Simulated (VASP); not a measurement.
Input of a VASP 6.6.1 run:

File INCAR:

```
SYSTEM = PbF2
PREC = Accurate ; ENCUT = 520
EDIFF = 1E-8 ; ISMEAR = 0
SIGMA = 0.01 ; LREAL = .FALSE.
LASPH = .TRUE. ; NELM = 100
ALGO = Normal ; ISIF = 2
LWAVE = .FALSE. ; LCHARG = .FALSE.
GGA = PE ; IVDW = 12
NBANDS = 21 ; IBRION = 6
NFREE = 2 ; POTIM = 0.015
NSW = 1
```

Contents of KPOINTS:

```
Automatic mesh
0
G
  8 8 8
  0 0 0
```

Contents of POSCAR:

```
PbF2
1.0
    0.0000000000      2.9611842379      2.9611842379
    2.9611842379      0.0000000000      2.9611842379
    2.9611842379      2.9611842379      0.0000000000
Pb F
1 2
Direct
    0.0000000000      0.0000000000      0.0000000000
    0.2500000000      0.2500000000      0.2500000000
    0.7500000000      0.7500000000      0.7500000000
```

Potentials or basis: VASP PAW PBE potentials, release 64 (Pb_d, F).

Launch:

```bash
$ cat potpaw_PBE.64/Pb_d/POTCAR potpaw_PBE.64/F/POTCAR > POTCAR
$ mpirun -np 1 vasp_std > vasp.out
```

(1) What does it give for the highest phonon frequency at Γ, LO-TO splitting left out?

(2) Estimate the dispersion energy per atom.

Answers

(1) 255 cm⁻¹.

(2) -0.154 eV.

Caveat: the cell differs from its parent crystal (phonons at volume x 0.98); the cell wasn't relaxed at this level first, which shifts response properties.
